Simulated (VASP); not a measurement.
# AlP (F-43m) in VASP: notebook, part 2 of 2

VASP 6.6.1. Earlier steps stand in the parts before.

**5. Relaxation of cell and atoms, LDA, target pressure 30 GPa, at which the enthalpy is minimised**

This run uses another cell than the first one, of 20.06 Å³/atom.

File INCAR:

```
  PREC = Accurate
  ENCUT = 500
  EDIFF = 1E-7
  ISMEAR = 0
  SIGMA = 0.01
  LREAL = F
  LASPH = T
  NELM = 120
  ALGO = Normal
  ISIF = 3
  LWAVE = F
  LCHARG = F
  IBRION = 2
  NSW = 80
  EDIFFG = -0.001
  PSTRESS = 300.0
  GGA_COMPAT = F
  NELMIN = 4
```

File KPOINTS:

```
Automatic mesh
0
Gamma
  8 8 8
```

File POSCAR:

```
AlP
1.0
    0.0000000000      2.7169780668      2.7169780668
    2.7169780668      0.0000000000      2.7169780668
    2.7169780668      2.7169780668      0.0000000000
Al P
1 1
Direct
    0.0000000000      0.0000000000      0.0000000000
    0.7500000000      0.7500000000      0.7500000000
```

Potentials or basis: VASP PAW LDA potentials, release 64 (Al, P).

Started as:

```
cat potpaw_LDA.64/Al/POTCAR potpaw_LDA.64/P/POTCAR > POTCAR
mpirun -np 1 vasp_std > vasp.out
```

OUTCAR:

```text
PREC = Accurate
   ENCUT = 500
   EDIFF = 1E-7
   ISMEAR = 0
   LREAL = F
   LASPH = T
   NELM = 120
   ISIF = 3
   IBRION = 2
   NSW = 80
   EDIFFG = -0.001
   PSTRESS = 300.0
   NELMIN = 4

 ion  position               nearest neighbor table
   1  0.000  0.000  0.000-   2 2.35   2 2.35   2 2.35   2 2.35
   2  0.750  0.750  0.750-   1 2.35   1 2.35   1 2.35   1 2.35

  LATTYP: Found a face centered cubic cell.
 ALAT       =     5.4339561336

  Lattice vectors:

 A1 = (   0.0000000000,   2.7169780668,   2.7169780668)
 A2 = (   2.7169780668,   0.0000000000,   2.7169780668)
 A3 = (   2.7169780668,   2.7169780668,   0.0000000000)

Analysis of symmetry for initial positions (statically):
=====================================================================
 Subroutine PRICEL returns:
 Original cell was already a primitive cell.

 Routine SETGRP: Setting up the symmetry group for a
 face centered cubic supercell.

 Subroutine GETGRP returns: Found 24 space group operations
 (whereof 24 operations were pure point group operations)
 out of a pool of 48 trial point group operations.

The static configuration has the point symmetry T_d .

Analysis of symmetry for dynamics (positions and initial velocities):
=====================================================================
 Subroutine PRICEL returns:
 Original cell was already a primitive cell.

 Routine SETGRP: Setting up the symmetry group for a
 face centered cubic supercell.

 Subroutine GETGRP returns: Found 24 space group operations
 (whereof 24 operations were pure point group operations)
 out of a pool of 48 trial point group operations.

The dynamic configuration has the point symmetry T_d .

 Subroutine INISYM returns: Found 24 space group operations
 (whereof 24 operations are pure point group operations),
 and found     1 'primitive' translations

----------------------------------------------------------------------------------------

                                     Primitive cell

  volume of cell :      40.1133

  direct lattice vectors                    reciprocal lattice vectors
     0.000000000  2.716978067  2.716978067    -0.184027985  0.184027985  0.184027985
     2.716978067  0.000000000  2.716978067     0.184027985 -0.184027985  0.184027985
     2.716978067  2.716978067  0.000000000     0.184027985  0.184027985 -0.184027985

  length of vectors
     3.842387231  3.842387231  3.842387231     0.318745821  0.318745821  0.318745821

  position of ions in fractional coordinates (direct lattice)
     0.000000000  0.000000000  0.000000000
     0.750000000  0.750000000  0.750000000

  ion indices of the primitive-cell ions
   primitive index   ion index
                 1           1
                 2           2

----------------------------------------------------------------------------------------

 KPOINTS: Automatic mesh

Automatic generation of k-mesh.
 Grid dimensions read from file:
 generate k-points for:    8    8    8

 Generating k-lattice:

  Cartesian coordinates                     Fractional coordinates (reciprocal lattice)
    -0.023003498  0.023003498  0.023003498     0.125000000  0.000000000  0.000000000
     0.023003498 -0.023003498  0.023003498     0.000000000  0.125000000  0.000000000
     0.023003498  0.023003498 -0.023003498     0.000000000  0.000000000  0.125000000

  Length of vectors
     0.039843228  0.039843228  0.039843228

  Shift w.r.t. Gamma in fractional coordinates (k-lattice)
     0.000000000  0.000000000  0.000000000

 Subroutine IBZKPT returns following result:
 ===========================================

 Found     29 irreducible k-points:

 Following reciprocal coordinates:
            Coordinates               Weight
  0.000000  0.000000  0.000000      1.000000
  0.125000  0.000000  0.000000      8.000000
  0.250000  0.000000  0.000000      8.000000
  0.375000  0.000000  0.000000      8.000000
  0.500000  0.000000  0.000000      4.000000
  0.125000  0.125000  0.000000      6.000000
[... 16 lines left out ...]
  0.500000  0.250000  0.125000     48.000000
 -0.375000  0.250000  0.125000     24.000000
 [... further k-points ...]
   k-points           NKPTS =     29   k-points in BZ     NKDIM =     29   number of bands    NBANDS=      8
   number of dos      NEDOS =    301   number of ions     NIONS =      2
   total plane-waves  NPLWV =  21952
   dimension x,y,z NGX =    28 NGY =   28 NGZ =   28
   dimension x,y,z NGXF=    56 NGYF=   56 NGZF=   56
   ions per type =               1   1
   NGX,Y,Z   is equivalent  to a cutoff of  12.11, 12.11, 12.11 a.u.
   NGXF,Y,Z  is equivalent  to a cutoff of  24.23, 24.23, 24.23 a.u.
 SYSTEM =  unknown system
   PREC   = accura    normal or accurate (medium, high low for compatibility)
   ISTART =      0    job   : 0-new  1-cont  2-samecut
   ICHARG =      2    charge: 1-file 2-atom 10-const
   ISPIN  =      1    spin polarized calculation?
   LNONCOLLINEAR =      F non collinear calculations
   LSORBIT =      F    spin-orbit coupling
   LASPH  =      T    aspherical Exc in radial PAW
   ENCUT  =  500.0 eV  36.75 Ry    6.06 a.u.   7.01  7.01  7.01*2*pi/ulx,y,z
   NELM   =    120;   NELMIN=  4; NELMDL= -5     # of ELM steps
   EDIFF  = 0.1E-06   stopping-criterion for ELM
   LREAL  =      F    real-space projection
   EDIFFG = -.1E-02   stopping-criterion for IOM
   NSW    =     80    number of steps for IOM
   IBRION =      2    ionic relax: 0-MD 1-quasi-New 2-CG
   NFREE  =      1    steps in history (QN), initial steepest desc. (CG)
   ISIF   =      3    stress and relaxation
   ISYM   =      2    0-nonsym 1-usesym 2-fastsym
   POTIM  = 0.5000    time-step for ionic-motion
   TEBEG  =    0.0;   TEEND  =   0.0 temperature during run
   PSTRESS=  300.0 pullay stress
   NELECT =       8.0000    total number of electrons
   NUPDOWN=      -1.0000    fix difference up-down
   EMIN   =  10.00;   EMAX   =-10.00  energy-range for DOS
   EFERMI =   0.00;   METHOD = LEGACY
   ISMEAR =     0;   SIGMA  =   0.01  broadening in eV -4-tet -1-fermi 0-gaus
   EFERMI_NEDOS =   21; number of points for ismear=-14 and -15
   IALGO  =     38    algorithm
   IMIX   =      4    mixing-type and parameters
     AMIX     =   0.40;   BMIX     =  1.00
     AMIX_MAG =   1.60;   BMIX_MAG =  1.00
  volume/ion in A,a.u.               =      20.06       135.35
  Fermi-wavevector in a.u.,A,eV,Ry     =   0.956479  1.807483 12.447314  0.914852
  Thomas-Fermi vector in A             =   2.085411
   LORBIT       =      0    0 simple, 1 ext, 2 COOP (PROOUT), +10 PAW based schemes
   GGA     = CA    functional components
   LHFCALC =     F    Hartree Fock is set to
   AEXX    =    0.0000 exact exchange contribution
   IVDW    =     0    specifies the selected vdW correction
   LEPSILON=     F    determine dielectric tensor
   LRPA    =     F    only Hartree local field effects (RPA)
 conjugate gradient relaxation of ions
 non-spin polarized calculation
 Gauss-broadening in eV      SIGMA  =   0.01
  energy-cutoff  :      500.00
  volume of cell :       40.11
 maximum number of plane-waves:      1036
   NGX = 13   NGY = 13   NGZ = 13

--------------------------------------- Ionic step        1  -------------------------------------------

 number of electron       8.0000000 magnetization

 Free energy of the ion-electron system (eV)
  ---------------------------------------------------
  ext. energy  EPLUGINS =         0.00000000
  ---------------------------------------------------
  free energy    TOTEN  =       -11.41224813 eV

  energy without entropy =      -11.41224813  energy(sigma->0) =      -11.41224813

 E-fermi :   4.6458     XC(G=0):  -9.5034

 val. band max:        4.5832475864   @ k =   0.0000   0.0000   0.0000
 cond. band min:       5.9971454480   @ k =   0.5000   0.5000   0.0000
 fundamental gap:      1.4138978616
 Fermi energy:         4.6457642459

 k-point     1 :       0.0000    0.0000    0.0000
  band No.  band energies     occupation
      1      -7.0049      2.00000
      2       4.5832      2.00000
      3       4.5832      2.00000
      4       4.5832      2.00000
      5       7.8244      0.00000
      6       9.0754      0.00000
      7       9.0754      0.00000
      8       9.0754      0.00000
[... 745 lines left out ...]
  FREE ENERGIE OF THE ION-ELECTRON SYSTEM (eV)
  ---------------------------------------------------
  free  energy   TOTEN  =       -10.8045148803 eV

  energy  without entropy=      -10.8045148803  energy(sigma->0) =      -10.80451488

  enthalpy is  TOTEN    =        -4.7447720188 eV   P V=        6.0597428614

--------------------------------------- Ionic step        7  -------------------------------------------

 number of electron       7.9999999 magnetization

 Free energy of the ion-electron system (eV)
  ---------------------------------------------------
  ext. energy  EPLUGINS =         0.00000000
  ---------------------------------------------------
  free energy    TOTEN  =       -10.80397572 eV

  energy without entropy =      -10.80397572  energy(sigma->0) =      -10.80397572

 E-fermi :   6.8568     XC(G=0): -10.3436

 val. band max:        6.7996552012   @ k =   0.0000   0.0000   0.0000
 cond. band min:       7.7047860797   @ k =   0.5000   0.5000   0.0000
 fundamental gap:      0.9051308785
 Fermi energy:         6.8568178219

 k-point     1 :       0.0000    0.0000    0.0000
  band No.  band energies     occupation
      1      -6.1770      2.00000
      2       6.7997      2.00000
      3       6.7997      2.00000
      4       6.7997      2.00000
      5      11.5677      0.00000
      6      11.5677      0.00000
      7      11.5677      0.00000
      8      11.9557      0.00000
[... 275 lines left out ...]
 POSITION                                       TOTAL-FORCE (eV/Angst)
 -----------------------------------------------------------------------------------
      0.00000      0.00000      0.00000         0.000000      0.000000      0.000000
      3.79387      3.79387      3.79387        -0.000000     -0.000000     -0.000000
 -----------------------------------------------------------------------------------
    total drift:                               -0.000000     -0.000000     -0.000000

  FREE ENERGIE OF THE ION-ELECTRON SYSTEM (eV)
  ---------------------------------------------------
  free  energy   TOTEN  =       -10.8039757233 eV

  energy  without entropy=      -10.8039757233  energy(sigma->0) =      -10.80397572

  enthalpy is  TOTEN    =        -4.7447721895 eV   P V=        6.0592035338

 reached required accuracy - stopping structural energy minimisation
```

OSZICAR:

```text
N       E                     dE             d eps       ncg     rms          rms(c)
DAV:   1     0.983907121556E+01    0.98391E+01   -0.32694E+03   480   0.752E+02
DAV:   2    -0.112920495446E+02   -0.21131E+02   -0.20377E+02   600   0.891E+01
DAV:   3    -0.118468881492E+02   -0.55484E+00   -0.55484E+00   568   0.188E+01
DAV:   4    -0.118498915436E+02   -0.30034E-02   -0.30034E-02   792   0.153E+00
[... 54 lines left out ...]
       N       E                     dE             d eps       ncg     rms          rms(c)
DAV:   1    -0.108039758153E+02    0.53907E-03   -0.23776E-06   496   0.966E-03    0.196E-03
DAV:   2    -0.108039757407E+02    0.74577E-07   -0.16249E-07   320   0.246E-03    0.117E-03
DAV:   3    -0.108039757240E+02    0.16756E-07   -0.69349E-08   248   0.150E-03    0.218E-04
DAV:   4    -0.108039757233E+02    0.61880E-09   -0.27408E-09   232   0.472E-04
   7 F= -.47447722E+01 E0= -.47447722E+01  d E =-.512551E-07
```

CONTCAR:

```text
AlP
   1.00000000000000
    -0.0000000000000000    2.5292492178188608    2.5292492178188608
     2.5292492178188608    0.0000000000000000    2.5292492178188608
     2.5292492178188608    2.5292492178188608    0.0000000000000000
  Al              P
     1     1
Direct
     0.0000000000000000    0.0000000000000000    0.0000000000000000
     0.7500000000000000    0.7500000000000000    0.7500000000000000

  0.00000000E+00  0.00000000E+00  0.00000000E+00
  0.00000000E+00  0.00000000E+00  0.00000000E+00
```

It took 36 s on 1 thread of Intel Xeon 8259CL, shared host; peak memory 0.14 GiB.

Results:

* Free energy: -10.8040 eV
* Relaxed volume: 16.18 Å³/atom
* Relaxed cell: a = 3.577 Å, b = 3.577 Å, c = 3.577 Å, α = 60.00°, β = 60.00°, γ = 60.00°
* Space group after relaxing (to 0.1 Å): F-43m (No. 216)
* Energy change on relaxing (the run minimises the enthalpy): +304.1 meV/atom
* Ionic steps: 7
* Pressure after relaxing: 30.0 GPa
* Band gap on the k mesh: 0.91 eV (least direct gap 3.53 eV)

The path:
```
step  energy change (eV)  largest force (eV/Å)  pressure (GPa)  volume (Å³)
   1              0.0000                0.0000            0.05        40.11
   2              6.0206                0.0000          172.65        22.05
   3              0.4581                0.0000           24.92        33.24
   4              0.5659                0.0000           28.60        32.59
   5              0.6086                0.0000           30.01        32.36
   6              0.6077                0.0000           29.98        32.36
   7              0.6083                0.0000           30.00        32.36
```

Final structure:
```yaml
crystal:
  lattice:
    - [0.00000, 2.52925, 2.52925]
    - [2.52925, 0.00000, 2.52925]
    - [2.52925, 2.52925, 0.00000]
  atoms:
    - { symbol: Al, position: [0.00000, 0.00000, 0.00000] }
    - { symbol: P, position: [0.75000, 0.75000, 0.75000] }
```

Caveat: the cell is relaxed towards a set pressure, so the run minimises the enthalpy, not the energy; the volume moved by over 15 % at a fixed basis, so the end points are rough. A k mesh can miss the band edges.

**6. Summary**

| task | cell | gap on the mesh (eV) | pressure (GPa) |
| --- | --- | --- | --- |
| single point | a = 3.815 Å, angles 60.0°, 2 atoms | 1.37 | 2.1 |
| relaxation of cell and atoms | relaxed to 2 GPa from a = 3.842 Å, angles 60.0°, 2 atoms | 1.37 | 2.0 |
| single point | a = 3.576 Å, angles 60.0°, 2 atoms | 0.90 | 30.2 |
| relaxation of cell and atoms | relaxed to 30 GPa from a = 3.842 Å, angles 60.0°, 2 atoms | 0.91 | 30.0 |

Alike in all rows: level LDA; potentials or basis VASP PAW LDA potentials, release 64 (Al, P); no spin polarisation; k mesh 8 × 8 × 8; cutoff (eV) 500; smearing gaussian 0.01 eV.

Caveats: the cell is relaxed towards a set pressure, so the run minimises the enthalpy, not the energy (at least some runs); the cell stands under pressure (at least some runs); the volume moved by over 15 % at a fixed basis, so the end points are rough (at least some runs).

Total energies depend on the potentials used, so only differences within one code and one set of settings carry meaning.
